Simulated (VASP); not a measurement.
GaAs:

```
Ga As
1.0
     2.82685    2.82685    0.00000
    -2.82685    2.82685    0.00000
     0.00000    2.82685    2.82685
Ga As
1 1
Direct
  0.00000 0.00000 0.00000
  0.75000 0.25000 0.50000
```

| Quantity | Value |
| --- | --- |
| Program | VASP 6.6.1 |
| Task | relaxation of cell and atoms |
| Functional | LDA |
| Potentials or basis | VASP PAW LDA potentials, release 64 (Ga_d, As) |
| Cutoff | 600 eV |
| k mesh | 12 × 12 × 12 |
| Occupations | fermi-dirac, width 0.08 eV |
| Spin | no spin polarisation |

At the start: pressure -1.6 GPa; volume 22.59 Å³/atom.

Problem. Where does the relaxation end?

Solution. Over 3 steps the energy falls by 2.6 meV/atom and the volume is 22.08 Å³/atom (-2.3 %); space group F-43m (No. 216, to 0.05 Å).

Step by step:
| step | energy change (eV) | largest force (eV/Å) | pressure (GPa) | volume (Å³) |
| --- | --- | --- | --- | --- |
| 1 | 0.0000 | 0.0000 | -1.61 | 45.18 |
| 2 | -0.0041 | 0.0000 | 0.74 | 43.71 |
| 3 | -0.0052 | 0.0000 | 0.01 | 44.16 |

Final structure:
```xyz
2
Lattice="2.8055 2.8055 0.0000 -2.8055 2.8055 0.0000 0.0000 2.8055 2.8055" Properties=species:S:1:pos:R:3 pbc="T T T"
Ga    0.0000    0.0000    0.0000
As    1.4027    4.2082    1.4027
```
